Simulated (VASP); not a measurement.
Set up this calculation in VASP 6.6.1, as the native input.

```yaml
Task: single point
Functional: PBEsol
Potentials_or_basis: VASP PAW PBE potentials, release 64 (Hg)
Cutoff: 520 eV
k_mesh: 18 × 18 × 18
Occupations: fermi-dirac, width 0.1 eV
Spin: no spin polarisation
Dipole_correction: no
Further_INCAR_settings: ALGO = Normal; EDIFF = 1e-07; NBANDS = 12
```

The structure of Hg lies in POSCAR:

```
Hg
1.0
    1.8406661918      1.0627091213      2.2800073778
   -1.8406661918      1.0627091213      2.2800073778
    0.0000000000     -2.1254182427      2.2800073777
Hg
1
Direct
    0.0000000000      1.0000000000      1.0000000000
```

These files were run (other wordings do the same):

INCAR

```
PREC = Accurate ; ENCUT = 520
EDIFF = 1E-7 ; ISMEAR = -1
SIGMA = 0.1 ; LREAL = F
LASPH = T ; NELM = 100
ALGO = Normal ; ISIF = 2
LWAVE = F ; LCHARG = F
GGA = PS ; NBANDS = 12
```

KPOINTS

```
Automatic mesh
0
Gamma
  18 18 18
```

Potentials or basis: VASP PAW PBE potentials, release 64 (Hg).

Run with:

```sh
$ cat potpaw_PBE.64/Hg/POTCAR > POTCAR
$ mpirun -np 1 vasp_std > vasp.out
```

It gave:

| Property | Result |
| --- | --- |
| Pressure | -2.8 GPa |
| Band gap on the k mesh | zero (bands 6 and 7 overlap by 2.61 eV) |

Caveat: the PAW data sets were made with another functional, which shifts forces and pressure a little; spin-orbit coupling is left out, which moves the levels of the heavy elements.

Run time: 44 s on 1 thread of Intel(R) Xeon(R) Platinum 8488C (Sapphire Rapids), on a shared host, peak memory 0.28 GiB.
